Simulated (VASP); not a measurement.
# As3Ga3 in VASP: single point with PBE

Aim: the single point of As3Ga3 with PBE.

Program: VASP 6.6.1. These are calculated values, not measurements. Logs are shortened: lines on timing, memory, paths and dates and some standing lists are left out, and cuts for length are marked.

## 1. The cell of the first run

The cell holds a cluster in a box, 6 atoms: a = 12.800 Å, b = 13.100 Å, c = 13.400 Å, α = 90.00°, β = 90.00°, γ = 90.00°.

## 2. Single point, PBE, collinear spin

File INCAR:

```
PREC = Accurate
ENCUT = 400
EDIFF = 1E-6
ISMEAR = 0
SIGMA = 0.05
LREAL = F
LASPH = T
NELM = 200
ALGO = Normal
ISIF = 2
LWAVE = F
LCHARG = F
ISPIN = 2
MAGMOM = 0.4 0.4 0.4 0.4 0.4 0.4
LORBIT = 11
GGA = PE
NBANDS = 40
GGA_COMPAT = F
```

File KPOINTS:

```
Automatic mesh
0
Gamma
  1 1 1
```

File POSCAR:

```
GaAs
1.0
   12.8000000000      0.0000000000      0.0000000000
    0.0000000000     13.1000000000      0.0000000000
    0.0000000000      0.0000000000     13.4000000000
As Ga
3 3
Direct
    0.4137188649      0.4124146227      0.6646559106
    0.4247501716      0.6708371123      0.4303806793
    0.6597736908      0.4059597318      0.4114418342
    0.3861947362      0.5375731129      0.5427972435
    0.5619903203      0.4078637770      0.5611704474
    0.5506657384      0.5471029033      0.3969888568
```

Potentials or basis: VASP PAW PBE potentials, release 64 (As, Ga_d).

Run with:

```
cat potpaw_PBE.64/As/POTCAR potpaw_PBE.64/Ga_d/POTCAR > POTCAR
mpirun -np 1 vasp_gam > vasp.out
```

OUTCAR:

```text
PREC = Accurate
   ENCUT = 400
   EDIFF = 1E-6
   ISMEAR = 0
   LREAL = F
   LASPH = T
   NELM = 200
   ISIF = 2
   ISPIN = 2
   LORBIT = 11
   GGA = PE

 ion  position               nearest neighbor table
   1  0.414  0.412  0.665-   4 2.34   5 2.35
   2  0.425  0.671  0.430-   6 2.33   4 2.36
   3  0.660  0.406  0.411-   6 2.33   5 2.36
   4  0.386  0.538  0.543-   1 2.34   2 2.36   5 2.83   6 2.87
   5  0.562  0.408  0.561-   1 2.35   3 2.36   4 2.83   6 2.86
   6  0.551  0.547  0.397-   3 2.33   2 2.33   5 2.86   4 2.87

  LATTYP: Found a simple orthorhombic cell.
 ALAT       =    12.8000000000
 B/A-ratio  =     1.0234375000
 C/A-ratio  =     1.0468750000

  Lattice vectors:

 A1 = (  12.8000000000,   0.0000000000,   0.0000000000)
 A2 = (   0.0000000000,  13.1000000000,   0.0000000000)
 A3 = (   0.0000000000,   0.0000000000,  13.4000000000)

Analysis of symmetry for initial positions (statically):
=====================================================================
 Subroutine PRICEL returns:
 Original cell was already a primitive cell.

 Routine SETGRP: Setting up the symmetry group for a
 simple orthorhombic supercell.

 Subroutine GETGRP returns: Found  1 space group operations
 (whereof  1 operations were pure point group operations)
 out of a pool of  8 trial point group operations.

The static configuration has the point symmetry C_1 .

Analysis of symmetry for dynamics (positions and initial velocities):
=====================================================================
 Subroutine PRICEL returns:
 Original cell was already a primitive cell.

 Routine SETGRP: Setting up the symmetry group for a
 simple orthorhombic supercell.

 Subroutine GETGRP returns: Found  1 space group operations
 (whereof  1 operations were pure point group operations)
 out of a pool of  8 trial point group operations.

The dynamic configuration has the point symmetry C_1 .

Analysis of structural, dynamic, and magnetic symmetry:
=====================================================================
 Subroutine PRICEL returns:
 Original cell was already a primitive cell.

 Routine SETGRP: Setting up the symmetry group for a
 simple orthorhombic supercell.

 Subroutine GETGRP returns: Found  1 space group operations
 (whereof  1 operations were pure point group operations)
 out of a pool of  8 trial point group operations.

The overall configuration has the point symmetry C_1 .

 Subroutine INISYM returns: Found  1 space group operations
 (whereof  1 operations are pure point group operations),
 and found     1 'primitive' translations

----------------------------------------------------------------------------------------

                                     Primitive cell

  volume of cell :    2246.9120

  direct lattice vectors                    reciprocal lattice vectors
    12.800000000  0.000000000  0.000000000     0.078125000  0.000000000  0.000000000
     0.000000000 13.100000000  0.000000000     0.000000000  0.076335878  0.000000000
     0.000000000  0.000000000 13.400000000     0.000000000  0.000000000  0.074626866

  length of vectors
    12.800000000 13.100000000 13.400000000     0.078125000  0.076335878  0.074626866

  position of ions in fractional coordinates (direct lattice)
     0.413718865  0.412414623  0.664655911
     0.424750172  0.670837112  0.430380679
     0.659773691  0.405959732  0.411441834
     0.386194736  0.537573113  0.542797243
     0.561990320  0.407863777  0.561170447
     0.550665738  0.547102903  0.396988857

  ion indices of the primitive-cell ions
   primitive index   ion index
                 1           1
                 2           2
                 3           3
                 4           4
                 5           5
                 6           6

----------------------------------------------------------------------------------------

 KPOINTS: Automatic mesh

Automatic generation of k-mesh.
 Grid dimensions read from file:
 generate k-points for:    1    1    1

 Generating k-lattice:

  Cartesian coordinates                     Fractional coordinates (reciprocal lattice)
     0.078125000  0.000000000  0.000000000     1.000000000  0.000000000  0.000000000
     0.000000000  0.076335878  0.000000000     0.000000000  1.000000000  0.000000000
     0.000000000  0.000000000  0.074626866     0.000000000  0.000000000  1.000000000

  Length of vectors
     0.078125000  0.076335878  0.074626866

  Shift w.r.t. Gamma in fractional coordinates (k-lattice)
     0.000000000  0.000000000  0.000000000

 Subroutine IBZKPT returns following result:
 ===========================================

 Found      1 irreducible k-points:

 Following reciprocal coordinates:
            Coordinates               Weight
  0.000000  0.000000  0.000000      1.000000
   k-points           NKPTS =      1   k-points in BZ     NKDIM =      1   number of bands    NBANDS=     40
   number of dos      NEDOS =    301   number of ions     NIONS =      6
   total plane-waves  NPLWV = 680400
   dimension x,y,z NGX =    84 NGY =   90 NGZ =   90
   dimension x,y,z NGXF=   168 NGYF=  180 NGZF=  180
   ions per type =               3   3
   NGX,Y,Z   is equivalent  to a cutoff of  10.91, 11.42, 11.17 a.u.
   NGXF,Y,Z  is equivalent  to a cutoff of  21.82, 22.84, 22.33 a.u.
 SYSTEM =  unknown system
   PREC   = accura    normal or accurate (medium, high low for compatibility)
   ISTART =      0    job   : 0-new  1-cont  2-samecut
   ICHARG =      2    charge: 1-file 2-atom 10-const
   ISPIN  =      2    spin polarized calculation?
   LNONCOLLINEAR =      F non collinear calculations
   LSORBIT =      F    spin-orbit coupling
   LASPH  =      T    aspherical Exc in radial PAW
   ENCUT  =  400.0 eV  29.40 Ry    5.42 a.u.  20.87 21.36 21.85*2*pi/ulx,y,z
   NELM   =    200;   NELMIN=  2; NELMDL= -5     # of ELM steps
   EDIFF  = 0.1E-05   stopping-criterion for ELM
   LREAL  =      F    real-space projection
   EDIFFG = 0.1E-04   stopping-criterion for IOM
   NSW    =      0    number of steps for IOM
   IBRION =     -1    ionic relax: 0-MD 1-quasi-New 2-CG
   NFREE  =      0    steps in history (QN), initial steepest desc. (CG)
   ISIF   =      2    stress and relaxation
   ISYM   =      2    0-nonsym 1-usesym 2-fastsym
   POTIM  = 0.5000    time-step for ionic-motion
   TEBEG  =    0.0;   TEEND  =   0.0 temperature during run
   PSTRESS=    0.0 pullay stress
   NELECT =      54.0000    total number of electrons
   NUPDOWN=      -1.0000    fix difference up-down
   EMIN   =  10.00;   EMAX   =-10.00  energy-range for DOS
   EFERMI =   0.00;   METHOD = LEGACY
   ISMEAR =     0;   SIGMA  =   0.05  broadening in eV -4-tet -1-fermi 0-gaus
   EFERMI_NEDOS =   21; number of points for ismear=-14 and -15
   IALGO  =     38    algorithm
   IMIX   =      4    mixing-type and parameters
     AMIX     =   0.40;   BMIX     =  1.00
     AMIX_MAG =   1.60;   BMIX_MAG =  1.00
  volume/ion in A,a.u.               =     374.49      2527.15
  Fermi-wavevector in a.u.,A,eV,Ry     =   0.472437  0.892777  3.036778  0.223197
  Thomas-Fermi vector in A             =   1.465635
   LORBIT       =     11    0 simple, 1 ext, 2 COOP (PROOUT), +10 PAW based schemes
   GGA     = PE    functional components
   LHFCALC =     F    Hartree Fock is set to
   AEXX    =    0.0000 exact exchange contribution
   IVDW    =     0    specifies the selected vdW correction
   LEPSILON=     F    determine dielectric tensor
   LRPA    =     F    only Hartree local field effects (RPA)
 spin polarized calculation
 Gauss-broadening in eV      SIGMA  =   0.05
  energy-cutoff  :      400.00
  volume of cell :     2246.91
 maximum number of plane-waves:     20405
 NGX is ok and might be reduce to    84
   NGX = 41   NGY = 43   NGZ = 43

 number of electron      53.9999984 magnetization      -0.0000132

 number of electron      53.9999984 magnetization       0.0000067

 Free energy of the ion-electron system (eV)
  ---------------------------------------------------
  ext. energy  EPLUGINS =         0.00000000
  ---------------------------------------------------
  free energy    TOTEN  =       -19.39349622 eV

  energy without entropy =      -19.39349622  energy(sigma->0) =      -19.39349622

 E-fermi :  -4.3449     XC(G=0):  -1.2551

 val. band max:       -4.5885146384   @ k =   0.0000   0.0000   0.0000
 cond. band min:      -4.0055772908   @ k =   0.0000   0.0000   0.0000
 fundamental gap:      0.5829373476
 Fermi energy:        -4.3449447430

 spin component 1

 k-point     1 :       0.0000    0.0000    0.0000
  band No.  band energies     occupation
      1     -19.5480      1.00000
      2     -19.4500      1.00000
      3     -19.4394      1.00000
      4     -19.4359      1.00000
      5     -19.4187      1.00000
      6     -19.3744      1.00000
[... 31 lines left out ...]
     38       0.7384      0.00000
     39       0.7564      0.00000
 Fermi energy:        -4.3449447430

 spin component 2

 k-point     1 :       0.0000    0.0000    0.0000
  band No.  band energies     occupation
      1     -19.5480      1.00000
      2     -19.4500      1.00000
      3     -19.4394      1.00000
      4     -19.4359      1.00000
      5     -19.4187      1.00000
      6     -19.3744      1.00000
[... 31 lines left out ...]
     38       0.7354      0.00000
     39       0.7528      0.00000
 [bands above 39 left out]

------------------------ aborting loop because EDIFF is reached ----------------------------------------

  FORCE on cell =-STRESS in cart. coord.  units (eV):
  Direction    XX          YY          ZZ          XY          YZ          ZX
  --------------------------------------------------------------------------------------
  -------------------------------------------------------------------------------------
  Total       -0.0404915      0.0082019     -0.0233076     -0.0796227     -0.0604481     -0.0870290
  in kB       -0.0288728      0.0058484     -0.0166196     -0.0567756     -0.0431030     -0.0620567
  external PRESSURE =      -0.0132147 kB  Pullay stress =       0.0000000 kB

 VOLUME and BASIS-vectors are now :
 -----------------------------------------------------------------------------
  energy-cutoff  :      400.00
  volume of cell :     2246.91
      direct lattice vectors                 reciprocal lattice vectors
    12.800000000  0.000000000  0.000000000     0.078125000  0.000000000  0.000000000
     0.000000000 13.100000000  0.000000000     0.000000000  0.076335878  0.000000000
     0.000000000  0.000000000 13.400000000     0.000000000  0.000000000  0.074626866

 POSITION                                       TOTAL-FORCE (eV/Angst)
 -----------------------------------------------------------------------------------
      5.29560      5.40263      8.90639        -0.019186     -0.018875      0.036979
      5.43680      8.78797      5.76710        -0.017695      0.061441     -0.013408
      8.44510      5.31807      5.51332         0.043759     -0.032488     -0.028075
      4.94329      7.04221      7.27348        -0.011062     -0.014287      0.000692
      7.19348      5.34302      7.51968         0.002250      0.006503      0.014097
      7.04852      7.16705      5.31965         0.001933     -0.002295     -0.010286
 -----------------------------------------------------------------------------------
    total drift:                               -0.000205      0.000398     -0.001000

  FREE ENERGIE OF THE ION-ELECTRON SYSTEM (eV)
  ---------------------------------------------------
  free  energy   TOTEN  =       -19.3934962168 eV

  energy  without entropy=      -19.3934962167  energy(sigma->0) =      -19.39349622

 total charge

# of ion       s       p       d       tot
------------------------------------------
    1        1.281   1.425   0.026   2.732
    2        1.281   1.426   0.026   2.733
    3        1.281   1.425   0.026   2.732
    4        0.991   0.645   9.962  11.598
    5        0.994   0.635   9.962  11.591
    6        0.984   0.672   9.962  11.618
--------------------------------------------------
tot          6.811   6.229  29.964  43.004

 magnetization (x)

# of ion       s       p       d       tot
------------------------------------------
    1        0.000  -0.000   0.000  -0.000
    2       -0.000   0.000  -0.000   0.000
    3       -0.000   0.000  -0.000   0.000
    4       -0.000  -0.000  -0.000  -0.000
    5       -0.000  -0.000   0.000  -0.000
    6       -0.000  -0.000  -0.000  -0.000
--------------------------------------------------
tot         -0.000   0.000  -0.000  -0.000
```

Run time: 11 min. Hardware: 1 thread of Intel Xeon Platinum 8488C (Sapphire Rapids), shared host; peak memory 1.6 GiB.

What came out:

```
Free energy                                           : -19.3935 eV
Largest force                                         : 0.065 eV/Å
Gap between the frontier levels                       : 0.58 eV
Net moment                                            : 0.00 μB per cell
Valence electrons inside the program's atomic spheres : As 2.73; Ga 11.60, 11.59, 11.62
```

Forces in eV/Å, atoms in the order of the input:
```
As  -0.019 -0.019  0.037
As  -0.018  0.061 -0.013
As   0.044 -0.032 -0.028
Ga  -0.011 -0.014  0.001
Ga   0.002  0.007  0.014
Ga   0.002 -0.002 -0.010
```
